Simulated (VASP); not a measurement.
# SnSe2 (P-3m1) in VASP: further runs

SnSe2 is run at these levels: PBEsol; tasks: relaxation of cell and atoms, single point.

Program: VASP 6.6.1. These are calculated values, not measurements. Logs are shortened: lines on timing, memory, paths and dates and some standing lists are left out, and cuts for length are marked.

## (1) The cell of the first run

Symmetry: P-3m1, No. 164, trigonal system. The conventional cell has a = 3.432 Å, b = 3.432 Å, c = 5.003 Å, α = 90.00°, β = 90.00°, γ = 120.00°. Sn (site symmetry -3m) has 6 Se at 2.52 Å within 3.3 Å. Se (site symmetry 3m) has 3 Sn at 2.52 Å and 3 Se at 2.74 Å within 3.3 Å.

## (2) Relaxation of cell and atoms, PBEsol, target pressure 60 GPa, at which the enthalpy is minimised

The input, INCAR:

```
SYSTEM = SnSe2
PREC     = Accurate       ! precision mode
ENCUT    = 600            ! plane-wave cutoff, eV
EDIFF    = 1E-7           ! SCF threshold, eV
ISMEAR   = 0              ! smearing method
SIGMA    = 0.1            ! smearing width, eV
LREAL    = .False.        ! projectors in reciprocal space
LASPH    = .True.         ! aspherical terms in the spheres
NELM     = 60             ! most SCF steps
ALGO     = Normal         ! electronic algorithm
ISIF     = 3              ! what is computed and relaxed
LWAVE    = .False.        ! write WAVECAR
LCHARG   = .False.        ! write CHGCAR
GGA      = PS             ! functional
IBRION   = 2              ! ionic algorithm
NSW      = 70             ! ionic steps
EDIFFG   = -0.008         ! ionic threshold
PSTRESS  = 600.0
```

The input, KPOINTS:

```
regular mesh
0
Gamma
  12 12 8
  0 0 0
```

The input, POSCAR:

```
SnSe2
1.0
    3.4316934583      0.0000000000      0.0000000000
   -1.7158467292      2.9719337129      0.0000000000
    0.0000000000      0.0000000000      5.0034949557
Sn Se
1 2
Direct
    0.0000000000      0.0000000000      0.0000000000
    0.6666666667      0.3333333333      0.6886054083
    0.3333333333      0.6666666667      0.3113945917
```

Potentials or basis: VASP PAW PBE potentials, release 64 (Sn_d, Se).

Launch:

```
$ cat potpaw_PBE.64/Sn_d/POTCAR potpaw_PBE.64/Se/POTCAR > POTCAR
$ mpirun -np 1 vasp_std > vasp.out
```

OUTCAR:

```text
SYSTEM = SnSe2
   PREC = Accurate
   ENCUT = 600
   EDIFF = 1E-7
   ISMEAR = 0
   LREAL = .False.
   LASPH = .True.
   NELM = 60
   ISIF = 3
   GGA = PS
   IBRION = 2
   NSW = 70
   EDIFFG = -0.008
   PSTRESS = 600.0

 ion  position               nearest neighbor table
   1  0.000  0.000  0.000-   2 2.52   3 2.52   2 2.52   3 2.52   2 2.52   3 2.52
   2  0.667  0.333  0.689-   1 2.52   1 2.52   1 2.52   3 2.74   3 2.74   3 2.74
   3  0.333  0.667  0.311-   1 2.52   1 2.52   1 2.52   2 2.74   2 2.74   2 2.74

  LATTYP: Found a hexagonal cell.
 ALAT       =     3.4316934583
 C/A-ratio  =     1.4580250295

  Lattice vectors:

 A1 = (   3.4316934583,   0.0000000000,   0.0000000000)
 A2 = (  -1.7158467292,   2.9719337129,   0.0000000000)
 A3 = (   0.0000000000,   0.0000000000,   5.0034949557)

Analysis of symmetry for initial positions (statically):
=====================================================================
 Subroutine PRICEL returns:
 Original cell was already a primitive cell.

 Routine SETGRP: Setting up the symmetry group for a
 hexagonal supercell.

 Subroutine GETGRP returns: Found 12 space group operations
 (whereof 12 operations were pure point group operations)
 out of a pool of 24 trial point group operations.

The static configuration has the point symmetry D_3d.

Analysis of symmetry for dynamics (positions and initial velocities):
=====================================================================
 Subroutine PRICEL returns:
 Original cell was already a primitive cell.

 Routine SETGRP: Setting up the symmetry group for a
 hexagonal supercell.

 Subroutine GETGRP returns: Found 12 space group operations
 (whereof 12 operations were pure point group operations)
 out of a pool of 24 trial point group operations.

The dynamic configuration has the point symmetry D_3d.

 Subroutine INISYM returns: Found 12 space group operations
 (whereof 12 operations are pure point group operations),
 and found     1 'primitive' translations

----------------------------------------------------------------------------------------

                                     Primitive cell

  volume of cell :      51.0295

  direct lattice vectors                    reciprocal lattice vectors
[... 99 lines left out ...]
   PSTRESS=  600.0 pullay stress
   NELECT =      26.0000    total number of electrons
   NUPDOWN=      -1.0000    fix difference up-down
   EMIN   =  10.00;   EMAX   =-10.00  energy-range for DOS
   EFERMI =   0.00;   METHOD = LEGACY
   ISMEAR =     0;   SIGMA  =   0.10  broadening in eV -4-tet -1-fermi 0-gaus
   EFERMI_NEDOS =   21; number of points for ismear=-14 and -15
   IALGO  =     38    algorithm
   IMIX   =      4    mixing-type and parameters
     AMIX     =   0.40;   BMIX     =  1.00
     AMIX_MAG =   1.60;   BMIX_MAG =  1.00
  volume/ion in A,a.u.               =      17.01       114.79
  Fermi-wavevector in a.u.,A,eV,Ry     =   1.307552  2.470915 23.261770  1.709692
  Thomas-Fermi vector in A             =   2.438279
   LORBIT       =      0    0 simple, 1 ext, 2 COOP (PROOUT), +10 PAW based schemes
   GGA     = PS    functional components
   LHFCALC =     F    Hartree Fock is set to
   AEXX    =    0.0000 exact exchange contribution
   IVDW    =     0    specifies the selected vdW correction
   LEPSILON=     F    determine dielectric tensor
   LRPA    =     F    only Hartree local field effects (RPA)
 conjugate gradient relaxation of ions
 non-spin polarized calculation
 Gauss-broadening in eV      SIGMA  =   0.10
  energy-cutoff  :      600.00
  volume of cell :       51.03
 maximum number of plane-waves:      1725
   NGX = 13   NGY = 13   NGZ = 19

--------------------------------------- Ionic step        1  -------------------------------------------

 number of electron      25.9999999 magnetization

 Free energy of the ion-electron system (eV)
  ---------------------------------------------------
  ext. energy  EPLUGINS =         0.00000000
  ---------------------------------------------------
  free energy    TOTEN  =       -10.59765230 eV

  energy without entropy =      -10.59431749  energy(sigma->0) =      -10.59598489

------------------------ aborting loop because EDIFF is reached ----------------------------------------

  FORCE on cell =-STRESS in cart. coord.  units (eV):
  Direction    XX          YY          ZZ          XY          YZ          ZX
  --------------------------------------------------------------------------------------
  -------------------------------------------------------------------------------------
  Total       15.2221888     15.2221888     16.2850823     -0.0000000      0.0000000      0.0000000
  in kB      477.9325554    477.9325554    511.3043272     -0.0000000      0.0000000      0.0000000
  external PRESSURE =    -110.9435207 kB  Pullay stress =     600.0000000 kB
[... 100 lines left out ...]
  energy  without entropy=       -9.8861806105  energy(sigma->0) =       -9.88774198

  enthalpy is  TOTEN    =         8.4279947819 eV   P V=       18.3172981353

[... ionic steps 4 to 19 ...]

--------------------------------------- Ionic step       20  -------------------------------------------

 number of electron      25.9999996 magnetization

------------------------ aborting loop because EDIFF is reached ----------------------------------------
[... 73 lines left out ...]
--------------------------------------- Ionic step       22  -------------------------------------------

 number of electron      25.9999996 magnetization

 Free energy of the ion-electron system (eV)
  ---------------------------------------------------
  ext. energy  EPLUGINS =         0.00000000
  ---------------------------------------------------
  free energy    TOTEN  =        -9.65662557 eV

  energy without entropy =       -9.65316894  energy(sigma->0) =       -9.65489726

 E-fermi :  11.2696     XC(G=0): -12.1619

 val. band max:       11.2378027435   @ k =   0.1667   0.0833   0.0000
 cond. band min:      11.2813909460   @ k =   0.3333   0.0000   0.0000
 fundamental gap:      0.0435882025
 Fermi energy:        11.2695614641

 k-point     1 :       0.0000    0.0000    0.0000
  band No.  band energies     occupation
      1     -11.0013      2.00000
      2     -11.0013      2.00000
      3     -10.9666      2.00000
      4     -10.8474      2.00000
      5     -10.8474      2.00000
      6      -7.1762      2.00000
[... 457 lines left out ...]
      4     -10.8872      2.00000
      5     -10.8465      2.00000
      6      -6.6260      2.00000
[... 9 lines left out ...]
     16      16.6874      0.00000
     17      17.4153      0.00000

 [... further k-points ...]
[... 5 lines left out ...]
  --------------------------------------------------------------------------------------
  -------------------------------------------------------------------------------------
  Total       18.0229633     18.0229633     18.0044672     -0.0000000      0.0000000      0.0000000
  in kB      600.2946093    600.2946094    599.6785549     -0.0000004      0.0000000      0.0000000
  external PRESSURE =       0.0892579 kB  Pullay stress =     600.0000000 kB
[... 22 lines left out ...]
  energy  without entropy=       -9.6531689442  energy(sigma->0) =       -9.65489726

  enthalpy is  TOTEN    =         8.3574925295 eV   P V=       18.0141181002

 reached required accuracy - stopping structural energy minimisation
```

OSZICAR:

```text
N       E                     dE             d eps       ncg     rms          rms(c)
DAV:   1     0.216150913344E+03    0.21615E+03   -0.14088E+04  4482   0.221E+03
DAV:   2     0.107532117640E+02   -0.20540E+03   -0.20142E+03  4847   0.467E+02
DAV:   3    -0.102142723101E+02   -0.20967E+02   -0.20206E+02  5638   0.124E+02
DAV:   4    -0.108329306429E+02   -0.61866E+00   -0.61510E+00  5489   0.211E+01
[... 197 lines left out ...]
DAV:   2    -0.965665637130E+01    0.77463E-04   -0.22444E-04  6019   0.186E-01    0.346E-02
DAV:   3    -0.965662853345E+01    0.27838E-04   -0.41107E-05  6874   0.110E-01    0.117E-02
DAV:   4    -0.965662574563E+01    0.27878E-05   -0.77147E-06  6661   0.415E-02    0.319E-03
DAV:   5    -0.965662560578E+01    0.13985E-06   -0.92846E-07  6280   0.109E-02    0.964E-04
DAV:   6    -0.965662557066E+01    0.35125E-07   -0.52408E-08  2459   0.236E-03
  22 F= 0.83574925E+01 E0= 0.83592208E+01  d E =-.443580E-04
```

It took 24 min on 1 thread of Intel Xeon Platinum 8488C (Sapphire Rapids), shared host; peak memory 0.3 GiB.

What came out:

* Free energy: -9.6566 eV
* Relaxed volume: 16.03 Å³/atom
* Relaxed cell: a = 3.259 Å, b = 3.259 Å, c = 5.230 Å, α = 90.00°, β = 90.00°, γ = 120.00°
* Space group after relaxing (to 0.05 Å): P-3m1 (No. 164)
* Energy change on relaxing (the enthalpy is what falls): +313.7 meV/atom
* Ionic steps: 22
* Pressure after relaxing: 60.0 GPa
* Band gap on the k mesh: zero (band 13 reaches 12.00 eV, above the bottom of band 14 at 9.03 eV)

Forces in eV/Å, atoms in the order of the input:
```
Sn   0.000  0.000  0.000
Se   0.000  0.000  0.002
Se   0.000  0.000 -0.002
```

The path:
```tsv
step	energy change (eV)	largest force (eV/Å)	pressure (GPa)	volume (Å³)
1	0.0000	0.6126	48.91	51.03
2	3.7904	1.4838	110.01	42.81
3	0.7083	0.8492	60.62	48.91
4	0.7469	0.8604	61.25	48.81
5	0.8267	0.0542	60.61	48.46
6	0.8401	0.1529	60.58	48.42
7	0.7094	0.1072	58.11	48.76
8	0.6917	0.1007	57.76	48.80
9	0.7260	0.0478	58.22	48.70
10	0.8342	0.1105	59.70	48.40
11	1.0788	0.5174	62.96	47.77
12	0.8713	0.1705	60.21	48.30
13	0.8898	0.1997	60.45	48.25
14	0.8886	0.1885	60.18	48.25
15	0.8886	0.1809	59.62	48.25
16	0.9232	0.1277	60.02	48.15
17	0.9770	0.0476	60.63	48.01
18	0.9258	0.0362	59.59	48.14
19	0.9481	0.0001	60.07	48.08
20	0.9471	0.0015	60.02	48.09
21	0.9456	0.0017	60.02	48.09
22	0.9410	0.0022	60.01	48.10
```

Final structure:
```xyz
3
Lattice="3.2590 0.0000 0.0000 -1.6295 2.8224 0.0000 0.0000 0.0000 5.2297" Properties=species:S:1:pos:R:3 pbc="T T T"
Sn    0.0000    0.0000    0.0000
Se    1.6295    0.9408    3.5509
Se    0.0000    1.8816    1.6788
```

Caveat: the cell is relaxed towards a set pressure, so the enthalpy falls and the energy may rise; the PAW data sets were made with another functional, which shifts forces and pressure a little; spin-orbit coupling is left out, which moves the levels of the heavy elements.

## (3) Single point, PBEsol (biaxial strain in the a-b plane: +6.0 %, then relaxed in part)

The input, INCAR:

```
SYSTEM = SnSe2
  ALGO = Normal
  EDIFF = 1E-7
  ENCUT = 520
  GGA = PS
  ISIF = 2
  ISMEAR = 0
  LASPH = .True.
  LCHARG = .False.
  LREAL = .False.
  LWAVE = .False.
  NBANDS = 20
  NELM = 80
  PREC = Accurate
  SIGMA = 0.02
```

The input, KPOINTS:

```
k-points
0
Gamma
  12 12 6
  0 0 0
```

The input, POSCAR:

```
SnSe2
1.0
    4.0464956633      0.0000000000      0.0000000000
   -2.0232478317      3.5043680407      0.0000000000
    0.0000000000      0.0000000000      5.4522556677
Sn Se
1 2
Direct
    0.0000000000      0.0000000000      0.0000000000
    0.6666666667      0.3333333333      0.7226648617
    0.3333333333      0.6666666667      0.2773351383
```

Potentials or basis: VASP PAW PBE potentials, release 64 (Sn_d, Se).

Launch:

```
$ cat potpaw_PBE.64/Sn_d/POTCAR potpaw_PBE.64/Se/POTCAR > POTCAR
$ mpirun -np 1 vasp_std > vasp.out
```

It took 2.5 min on 1 thread of Intel Xeon Platinum 8259CL at 2.50GHz (Skylake/Cascade Lake), shared host; peak memory 0.29 GiB.

It converged, with:

```
Free energy            : -12.8420 eV
Pressure               : -2.8 GPa
Largest force          : 0.015 eV/Å
Band gap on the k mesh : zero (band 13 reaches 4.75 eV, above the bottom of band 14 at 4.49 eV)
```

Forces on the atoms (eV/Å):
```
Sn   0.000  0.000  0.000
Se   0.000  0.000 -0.015
Se   0.000  0.000  0.015
```

Stress tensor (GPa, compression positive):
```
-4.19  0.00  0.00
 0.00 -4.19  0.00
 0.00  0.00  0.04
```

Levels at points of the mesh, in eV from the Fermi level:
```csv
k point,band 11,band 12,band 13,band 14,band 15,band 16
"(0.00, 0.00, 0.00)",-1.45,-1.45,-0.52,0.01,2.01,3.77
"(0.50, 0.00, 0.00)",-3.46,-2.14,-0.63,0.77,2.87,4.12
"(0.00, 0.00, 0.50)",-1.76,-0.97,-0.97,1.48,1.70,2.97
"(0.50, 0.00, 0.50)",-1.97,-1.81,-1.71,0.81,3.67,4.49
```

Caveat: the cell differs from its parent crystal (biaxial strain in the a-b plane: +6.0 %, then relaxed in part); the PAW data sets were made with another functional, which shifts forces and pressure a little; spin-orbit coupling is left out, which moves the levels of the heavy elements.
